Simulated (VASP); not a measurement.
# Sb: single point with PBE+D3(BJ)

System: Sb, a slab with vacuum.

```
Sb
1.0
     4.06868    0.00000    0.00000
    -2.03434    3.52358    0.00000
     0.00000    0.00000   20.80003
Sb
4
Direct
  0.33333 0.66667 0.29567
  0.66667 0.33333 0.21635
  0.33333 0.66667 0.56010
  0.66667 0.33333 0.48077
```

This cell differs from its parent crystal: layers slid over each other.

```json
{"Program": "VASP 6.6.1", "Task": "single point", "Functional": "PBE", "Dispersion": "D3(BJ)", "Potentials or basis": "VASP PAW PBE potentials, release 64 (Sb_d_GW)", "Cutoff": "400 eV", "k mesh": "9 × 9 × 1", "Occupations": "gaussian, width 0.05 eV", "Spin": "no spin polarisation", "Dipole correction": "yes", "Further INCAR settings": "ALGO = Normal; EDIFF = 1e-06; NBANDS = 38; NELMDL = -8"}
```

```
Largest force              : 0.125 eV/Å
Band gap on the k mesh     : 0.89 eV (least direct gap 1.51 eV)
Dispersion energy per atom : -0.291 eV
```

Forces on the atoms (eV/Å):
```
Sb   0.000  0.000  0.125
Sb   0.000  0.000  0.024
Sb   0.000  0.000 -0.024
Sb   0.000  0.000 -0.125
```

Levels at points of the mesh, in eV from the valence-band top:
| k point | band 27 | band 28 | band 29 | band 30 | band 31 | band 32 | band 33 | band 34 |
| --- | --- | --- | --- | --- | --- | --- | --- | --- |
| (0.00, 0.00, 0.00) | -0.05 | -0.05 | 0.00 | 0.00 | 1.51 | 2.01 | 2.75 | 2.75 |

Run time: 4.1 min on 1 thread of Intel(R) Xeon(R) Platinum 8375C CPU @ 2.90GHz (Ice Lake), on a shared host, peak memory 0.35 GiB.

Caveat: the cell differs from its parent crystal (layers slid over each other); spin-orbit coupling is left out, which moves the levels of the heavy elements.
